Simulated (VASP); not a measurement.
Write the native input for VASP 6.6.1 that does the following.

```
Task                   : single point
Functional             : BLYP
Dispersion             : D3(BJ)
Potentials or basis    : VASP PAW PBE potentials, release 64 (Re_sv_GW)
Cutoff                 : 560 eV
k mesh                 : 11 × 11 × 6
Occupations            : fermi-dirac, width 0.05 eV
Spin                   : no spin polarisation
Dipole correction      : no
Further INCAR settings : ALGO = Normal; EDIFF = 1e-06; NBANDS = 22
```

The structure of Re lies in POSCAR:

```
Re
1.0
    2.7608000000      0.0000000000      0.0000000000
   -1.3804000000      2.3909229348      0.0000000000
    0.0000000000      0.0000000000      4.4582000000
Re
2
Direct
    0.6666666667      0.3333333333      0.7500000000
    0.3333333333      0.6666666667      0.2500000000
```

The input as run:

INCAR

```
PREC = Accurate
ENCUT = 560
EDIFF = 1E-6
ISMEAR = -1
SIGMA = 0.05
LREAL = False
LASPH = True
NELM = 120
ALGO = Normal
ISIF = 2
LWAVE = False
LCHARG = False
GGA = B5
ALDAX = 1.0
AGGAX = 1.0
AGGAC = 1.0
ALDAC = 0.0
IVDW = 12
VDW_S6 = 1.0
VDW_S8 = 2.6996
VDW_A1 = 0.4298
VDW_A2 = 4.2359
NBANDS = 22
GGA_COMPAT = False
```

KPOINTS

```
Automatic mesh
0
Gamma
  11 11 6
```

Potentials or basis: VASP PAW PBE potentials, release 64 (Re_sv_GW).

Launch:

```sh
$ cat potpaw_PBE.64/Re_sv_GW/POTCAR > POTCAR
$ mpirun -np 1 vasp_std > vasp.out
```

It gave:

```
Pressure                   : 1.7 GPa
Band gap on the k mesh     : zero (bands 15 and 16 overlap by 3.36 eV)
Dispersion energy per atom : -1.594 eV
```

Caveat: the dispersion term is far too large for a dense solid, which distorts pressure and volume; the PAW data sets were made with another functional, which shifts forces and pressure a little; spin-orbit coupling is left out, which moves the levels of the heavy elements.

Run time: 38 s on 1 thread of AMD EPYC 9R45 96-Core Processor (Zen 5), with other jobs on the host, peak memory 0.16 GiB.
